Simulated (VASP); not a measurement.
Here is a VASP 6.6.1 calculation.

INCAR

```
ALGO = Normal
EDIFF = 1E-6
ENCUT = 520
GGA = PS
ISIF = 2
ISMEAR = 0
LASPH = T
LCHARG = F
LREAL = F
LWAVE = F
NBANDS = 38
NELM = 80
PREC = Accurate
SIGMA = 0.15
```

Contents of KPOINTS:

```
k-points
0
Gamma
  6 6 6
```

POSCAR

```
InP3
1.0
    3.8635862510      2.2306425620      3.1482012300
   -3.8635862510      2.2306425620      3.1482012300
    0.0000000000     -4.4612851241      3.1482012299
In P
2 6
Direct
    0.2732789115      0.2732789115      0.2732789115
    0.7267210885      0.7267210885      0.7267210885
    0.7947108827      0.2411926280      0.7947108827
    0.7947108827      0.7947108827      0.2411926280
    0.2411926280      0.7947108827      0.7947108827
    0.2052891173      0.7588073720      0.2052891173
    0.7588073720      0.2052891173      0.2052891173
    0.2052891173      0.2052891173      0.7588073720
```

Potentials or basis: VASP PAW PBE potentials, release 64 (In_d, P).

Run with:

```sh
$ cat potpaw_PBE.64/In_d/POTCAR potpaw_PBE.64/P/POTCAR > POTCAR
$ mpirun -np 1 vasp_std > vasp.out
```

Question: Estimate the pressure.

Answer: -4.0 GPa.

Question: Predict the largest force.

Answer: 0.373 eV/Å.

Question: Predict the band gap on the k mesh.

Answer: Zero (bands 28 and 29 overlap by 0.52 eV).

Forces on the atoms (eV/Å):
```
In   0.000  0.000  0.020
In   0.000  0.000 -0.020
P    0.317 -0.183  0.069
P    0.000  0.366  0.069
P   -0.317 -0.183  0.069
P   -0.317  0.183 -0.069
P    0.317  0.183 -0.069
P    0.000 -0.366 -0.069
```

Caveat: the cell differs from its parent crystal (strain +0.040 along x and y, -0.040 along z); the cell stands under tension; semilocal functionals underestimate gaps, so a narrow gap can read as zero; the PAW data sets were made with another functional, which shifts forces and pressure a little; spin-orbit coupling is left out, which moves the levels of the heavy elements.
